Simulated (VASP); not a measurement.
# GaN (P6_3mc) in VASP: single point with PBE

Aim: the single point of GaN with PBE.

All numbers are computed with VASP 6.6.1; they aren't measurements. Logs are shortened: lines on timing, memory, paths and dates and some standing lists are left out, and cuts for length are marked.

### 1 The cell of the first run

The structure is hexagonal, space group P6_3mc (No. 186). Conventional cell: a = 3.218 Å, b = 3.218 Å, c = 5.243 Å, α = 90.00°, β = 90.00°, γ = 120.00°. Ga (site symmetry 3m) has 4 N at 1.97 to 1.98 Å within 2.6 Å. Within 2.6 Å of N (site symmetry 3m) lie 4 Ga at 1.97 to 1.98 Å.

### 2 Single point, PBE

File INCAR:

```
SYSTEM = GaN
  ALGO = Normal
  EDIFF = 1E-7
  ENCUT = 520
  GGA = PE
  ISIF = 2
  ISMEAR = 0
  LASPH = .True.
  LCHARG = .False.
  LREAL = .False.
  LWAVE = .False.
  NBANDS = 26
  NELM = 80
  PREC = Accurate
  SIGMA = 0.02
```

File KPOINTS:

```
k-points
0
Gamma
  12 12 6
  0 0 0
```

File POSCAR:

```
GaN
1.0
    3.2183708151      0.0000000000      0.0000000000
   -1.6091854076      2.7871908847      0.0000000000
    0.0000000000      0.0000000000      5.2431684049
Ga N
2 2
Direct
    0.6666666667      0.3333333333      0.4991348624
    0.3333333333      0.6666666667      0.9991348624
    0.6666666667      0.3333333333      0.8758651376
    0.3333333333      0.6666666667      0.3758651376
```

Potentials or basis: VASP PAW PBE potentials, release 64 (Ga_d, N).

Started as:

```
> cat potpaw_PBE.64/Ga_d/POTCAR potpaw_PBE.64/N/POTCAR > POTCAR
> mpirun -np 1 vasp_std > vasp.out
```

OUTCAR:

```text
SYSTEM = GaN
   EDIFF = 1E-7
   ENCUT = 520
   GGA = PE
   ISIF = 2
   ISMEAR = 0
   LASPH = .True.
   LREAL = .False.
   NELM = 80
   PREC = Accurate

 ion  position               nearest neighbor table
   1  0.667  0.333  0.499-   4 1.97   4 1.97   4 1.97   3 1.98
   2  0.333  0.667  0.999-   3 1.97   3 1.97   3 1.97   4 1.98
   3  0.667  0.333  0.876-   2 1.97   2 1.97   2 1.97   1 1.98
   4  0.333  0.667  0.376-   1 1.97   1 1.97   1 1.97   2 1.98

  LATTYP: Found a hexagonal cell.
 ALAT       =     3.2183708151
 C/A-ratio  =     1.6291374444

  Lattice vectors:

 A1 = (   3.2183708151,   0.0000000000,   0.0000000000)
 A2 = (  -1.6091854076,   2.7871908847,   0.0000000000)
 A3 = (   0.0000000000,   0.0000000000,   5.2431684049)

Analysis of symmetry for initial positions (statically):
=====================================================================
 Subroutine PRICEL returns:
 Original cell was already a primitive cell.

 Routine SETGRP: Setting up the symmetry group for a
 hexagonal supercell.

 Subroutine GETGRP returns: Found 12 space group operations
 (whereof  6 operations were pure point group operations)
 out of a pool of 24 trial point group operations.

The static configuration has the point symmetry C_3v.
 The point group associated with its full space group is C_6v.

Analysis of symmetry for dynamics (positions and initial velocities):
=====================================================================
 Subroutine PRICEL returns:
 Original cell was already a primitive cell.

 Routine SETGRP: Setting up the symmetry group for a
 hexagonal supercell.

 Subroutine GETGRP returns: Found 12 space group operations
 (whereof  6 operations were pure point group operations)
 out of a pool of 24 trial point group operations.

The dynamic configuration has the point symmetry C_3v.
 The point group associated with its full space group is C_6v.

 Subroutine INISYM returns: Found 12 space group operations
 (whereof  6 operations are pure point group operations),
 and found     1 'primitive' translations

----------------------------------------------------------------------------------------

                                     Primitive cell

  volume of cell :      47.0323

  direct lattice vectors                    reciprocal lattice vectors
     3.218370815  0.000000000  0.000000000     0.310716216  0.179392091  0.000000000
    -1.609185408  2.787190885  0.000000000     0.000000000  0.358784181  0.000000000
     0.000000000  0.000000000  5.243168405     0.000000000  0.000000000  0.190724372

  length of vectors
     3.218370815  3.218370815  5.243168405     0.358784181  0.358784181  0.190724372

  position of ions in fractional coordinates (direct lattice)
     0.666666667  0.333333333  0.499134862
     0.333333333  0.666666667  0.999134862
     0.666666667  0.333333333  0.875865138
     0.333333333  0.666666667  0.375865138

  ion indices of the primitive-cell ions
   primitive index   ion index
                 1           1
                 2           2
                 3           3
                 4           4

----------------------------------------------------------------------------------------

 KPOINTS: k-points

Automatic generation of k-mesh.
 Grid dimensions read from file:
 generate k-points for:   12   12    6

 Generating k-lattice:

  Cartesian coordinates                     Fractional coordinates (reciprocal lattice)
     0.025893018  0.014949341  0.000000000     0.083333333  0.000000000  0.000000000
     0.000000000  0.029898682  0.000000000     0.000000000  0.083333333  0.000000000
     0.000000000  0.000000000  0.031787395     0.000000000  0.000000000  0.166666667

  Length of vectors
     0.029898682  0.029898682  0.031787395

  Shift w.r.t. Gamma in fractional coordinates (k-lattice)
     0.000000000  0.000000000  0.000000000

 Subroutine IBZKPT returns following result:
 ===========================================

 Found     76 irreducible k-points:

 Following reciprocal coordinates:
            Coordinates               Weight
  0.000000  0.000000  0.000000      1.000000
  0.083333 -0.000000  0.000000      6.000000
  0.166667 -0.000000  0.000000      6.000000
  0.250000 -0.000000  0.000000      6.000000
  0.333333 -0.000000  0.000000      6.000000
  0.416667 -0.000000  0.000000      6.000000
[... 16 lines left out ...]
  0.250000 -0.000000  0.166667     12.000000
  0.333333 -0.000000  0.166667     12.000000
 [... further k-points ...]
   k-points           NKPTS =     76   k-points in BZ     NKDIM =     76   number of bands    NBANDS=     26
   number of dos      NEDOS =    301   number of ions     NIONS =      4
   total plane-waves  NPLWV =  23040
   dimension x,y,z NGX =    24 NGY =   24 NGZ =   40
   dimension x,y,z NGXF=    48 NGYF=   48 NGZF=   80
   ions per type =               2   2
   NGX,Y,Z   is equivalent  to a cutoff of  12.40, 12.40, 12.68 a.u.
   NGXF,Y,Z  is equivalent  to a cutoff of  24.79, 24.79, 25.37 a.u.
 SYSTEM =  GaN
   PREC   = accura    normal or accurate (medium, high low for compatibility)
   ISTART =      0    job   : 0-new  1-cont  2-samecut
   ICHARG =      2    charge: 1-file 2-atom 10-const
   ISPIN  =      1    spin polarized calculation?
   LNONCOLLINEAR =      F non collinear calculations
   LSORBIT =      F    spin-orbit coupling
   LASPH  =      T    aspherical Exc in radial PAW
   ENCUT  =  520.0 eV  38.22 Ry    6.18 a.u.   5.98  5.98  9.75*2*pi/ulx,y,z
   NELM   =     80;   NELMIN=  2; NELMDL= -5     # of ELM steps
   EDIFF  = 0.1E-06   stopping-criterion for ELM
   LREAL  =      F    real-space projection
   EDIFFG = 0.1E-05   stopping-criterion for IOM
   NSW    =      0    number of steps for IOM
   IBRION =     -1    ionic relax: 0-MD 1-quasi-New 2-CG
   NFREE  =      0    steps in history (QN), initial steepest desc. (CG)
   ISIF   =      2    stress and relaxation
   ISYM   =      2    0-nonsym 1-usesym 2-fastsym
   POTIM  = 0.5000    time-step for ionic-motion
   TEBEG  =    0.0;   TEEND  =   0.0 temperature during run
   PSTRESS=    0.0 pullay stress
   NELECT =      36.0000    total number of electrons
   NUPDOWN=      -1.0000    fix difference up-down
   EMIN   =  10.00;   EMAX   =-10.00  energy-range for DOS
   EFERMI =   0.00;   METHOD = LEGACY
   ISMEAR =     0;   SIGMA  =   0.02  broadening in eV -4-tet -1-fermi 0-gaus
   EFERMI_NEDOS =   21; number of points for ismear=-14 and -15
   IALGO  =     38    algorithm
   IMIX   =      4    mixing-type and parameters
     AMIX     =   0.40;   BMIX     =  1.00
     AMIX_MAG =   1.60;   BMIX_MAG =  1.00
  volume/ion in A,a.u.               =      11.76        79.35
  Fermi-wavevector in a.u.,A,eV,Ry     =   1.497534  2.829930 30.512550  2.242609
  Thomas-Fermi vector in A             =   2.609410
   LORBIT       =      0    0 simple, 1 ext, 2 COOP (PROOUT), +10 PAW based schemes
   GGA     = PE    functional components
   LHFCALC =     F    Hartree Fock is set to
   AEXX    =    0.0000 exact exchange contribution
   IVDW    =     0    specifies the selected vdW correction
   LEPSILON=     F    determine dielectric tensor
   LRPA    =     F    only Hartree local field effects (RPA)
 non-spin polarized calculation
 Gauss-broadening in eV      SIGMA  =   0.02
  energy-cutoff  :      520.00
  volume of cell :       47.03
 maximum number of plane-waves:      1290
 NGX is ok and might be reduce to    24
   NGX = 11   NGY = 11   NGZ = 19

 number of electron      35.9999957 magnetization

 Free energy of the ion-electron system (eV)
  ---------------------------------------------------
  ext. energy  EPLUGINS =         0.00000000
  ---------------------------------------------------
  free energy    TOTEN  =       -24.32786862 eV

  energy without entropy =      -24.32786862  energy(sigma->0) =      -24.32786862

 E-fermi :   5.1652     XC(G=0): -11.5151

 val. band max:        5.0088424940   @ k =   0.0000   0.0000   0.0000
 cond. band min:       6.7246218861   @ k =   0.0000   0.0000   0.0000
 fundamental gap:      1.7157793922
 Fermi energy:         5.1652253336

 k-point     1 :       0.0000    0.0000    0.0000
  band No.  band energies     occupation
      1     -10.7265      2.00000
      2      -9.9033      2.00000
      3      -8.4117      2.00000
      4      -8.3973      2.00000
      5      -8.3973      2.00000
      6      -8.3416      2.00000
[... 18 lines left out ...]
     25      16.4967      0.00000
     26      16.4967      0.00000

 k-point     2 :       0.0833   -0.0000    0.0000
  band No.  band energies     occupation
      1     -10.6622      2.00000
      2      -9.8876      2.00000
      3      -8.4058      2.00000
      4      -8.3881      2.00000
      5      -8.3737      2.00000
      6      -8.3344      2.00000
[... 18 lines left out ...]
     25      16.1517      0.00000
     26      16.6458      0.00000

 k-point     3 :       0.1667   -0.0000    0.0000
  band No.  band energies     occupation
      1     -10.4884      2.00000
      2      -9.8491      2.00000
      3      -8.3835      2.00000
      4      -8.3655      2.00000
      5      -8.3201      2.00000
      6      -8.2947      2.00000
[... 18 lines left out ...]
     25      16.1661      0.00000
     26      16.9982      0.00000

 k-point     4 :       0.2500   -0.0000    0.0000
  band No.  band energies     occupation
      1     -10.2633      2.00000
      2      -9.8075      2.00000
      3      -8.3604      2.00000
      4      -8.3432      2.00000
      5      -8.2816      2.00000
      6      -8.2482      2.00000
[... 18 lines left out ...]
     25      16.2716      0.00000
     26      17.4679      0.00000
[... 496 lines left out ...]
      1     -10.4234      2.00000
      2      -9.8660      2.00000
      3      -8.3800      2.00000
      4      -8.3624      2.00000
      5      -8.3246      2.00000
      6      -8.3010      2.00000
[... 18 lines left out ...]
     25      15.7800      0.00000
     26      16.7994      0.00000

 k-point    23 :       0.2500   -0.0000    0.1667
  band No.  band energies     occupation
      1     -10.2120      2.00000
      2      -9.8169      2.00000
      3      -8.3606      2.00000
      4      -8.3373      2.00000
      5      -8.2937      2.00000
      6      -8.2549      2.00000
[... 18 lines left out ...]
     25      15.9153      0.00000
     26      17.3065      0.00000

 k-point    24 :       0.3333   -0.0000    0.1667
  band No.  band energies     occupation
      1     -10.0302      2.00000
      2      -9.7810      2.00000
      3      -8.3521      2.00000
      4      -8.3228      2.00000
      5      -8.2688      2.00000
      6      -8.2107      2.00000
[... 18 lines left out ...]
     25      16.1692      0.00000
     26      17.8813      0.00000

 [... further k-points ...]

------------------------ aborting loop because EDIFF is reached ----------------------------------------

  FORCE on cell =-STRESS in cart. coord.  units (eV):
  Direction    XX          YY          ZZ          XY          YZ          ZX
  --------------------------------------------------------------------------------------
  -------------------------------------------------------------------------------------
  Total        0.0303594      0.0303594      0.0399742     -0.0000000      0.0000000     -0.0000000
  in kB        1.0342059      1.0342059      1.3617391     -0.0000000      0.0000000     -0.0000000
  external PRESSURE =       1.1433836 kB  Pullay stress =       0.0000000 kB

 VOLUME and BASIS-vectors are now :
 -----------------------------------------------------------------------------
  energy-cutoff  :      520.00
  volume of cell :       47.03
      direct lattice vectors                 reciprocal lattice vectors
     3.218370815  0.000000000  0.000000000     0.310716216  0.179392091  0.000000000
    -1.609185408  2.787190885  0.000000000     0.000000000  0.358784181  0.000000000
     0.000000000  0.000000000  5.243168405     0.000000000  0.000000000  0.190724372

 POSITION                                       TOTAL-FORCE (eV/Angst)
 -----------------------------------------------------------------------------------
      1.60919      0.92906      2.61705        -0.000000      0.000000     -0.000118
     -0.00000      1.85813      5.23863        -0.000000     -0.000000     -0.000118
      1.60919      0.92906      4.59231         0.000000     -0.000000      0.000118
     -0.00000      1.85813      1.97072        -0.000000      0.000000      0.000118
 -----------------------------------------------------------------------------------
    total drift:                               -0.000001     -0.000001     -0.001233

  FREE ENERGIE OF THE ION-ELECTRON SYSTEM (eV)
  ---------------------------------------------------
  free  energy   TOTEN  =       -24.3278686218 eV

  energy  without entropy=      -24.3278686218  energy(sigma->0) =      -24.32786862
```

Wall time 2.1 min (1 thread of Intel Xeon 8259CL, shared host); peak memory 0.21 GiB.

Results:

| Property | Result |
| --- | --- |
| Free energy | -24.3279 eV |
| Pressure | 0.1 GPa |
| Band gap on the k mesh | 1.72 eV |
